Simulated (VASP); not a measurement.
Input of a VASP 6.6.1 run:

Contents of INCAR:

```
SYSTEM = ZnAu
ALGO = Normal ; EDIFF = 1E-7
EDIFFG = -0.005 ; ENCUT = 600
GGA = PS ; IBRION = 2
ISIF = 3 ; ISMEAR = -1
LASPH = .TRUE. ; LCHARG = .FALSE.
LREAL = .FALSE. ; LWAVE = .FALSE.
NELM = 100 ; NSW = 70
PREC = Accurate ; SIGMA = 0.05
```

File KPOINTS:

```
k-points
0
G
  13 13 13
  0 0 0
```

POSCAR

```
ZnAu
1.0
    3.1470000000      0.0000000000      0.0000000000
    0.0000000000      3.1470000000      0.0000000000
    0.0000000000      0.0000000000      3.1470000000
Zn Au
1 1
Direct
    0.5000000000      0.5000000000      0.5000000000
    0.0000000000      0.0000000000      0.0000000000
```

Potentials or basis: VASP PAW PBE potentials, release 64 (Zn, Au).

Run with:

```console
$ cat potpaw_PBE.64/Zn/POTCAR potpaw_PBE.64/Au/POTCAR > POTCAR
$ mpirun -np 1 vasp_std > vasp.out
```

**Question.** Predict the band gap on the k mesh.

**Answer.** Zero (an odd number of electrons rules out a gap without spin polarisation).

**Question.** Estimate the space group after relaxing (to 0.1 Å).

**Answer.** Pm-3m (No. 221).

**Question.** Estimate the relaxed cell.

**Answer.** a = 3.130 Å, b = 3.130 Å, c = 3.130 Å, α = 90.00°, β = 90.00°, γ = 90.00°.

**Question.** Predict the relaxed volume.

**Answer.** 15.33 Å³/atom.

The path:
| step | energy change (eV) | largest force (eV/Å) | pressure (GPa) | volume (Å³) |
| --- | --- | --- | --- | --- |
| 1 | 0.0000 | 0.0000 | -2.23 | 31.17 |
| 2 | -0.0004 | 0.0000 | 2.25 | 30.20 |
| 3 | -0.0036 | 0.0000 | 0.01 | 30.66 |

Caveat: the PAW data sets were made with another functional, which shifts forces and pressure a little; spin-orbit coupling is left out, which moves the levels of the heavy elements.
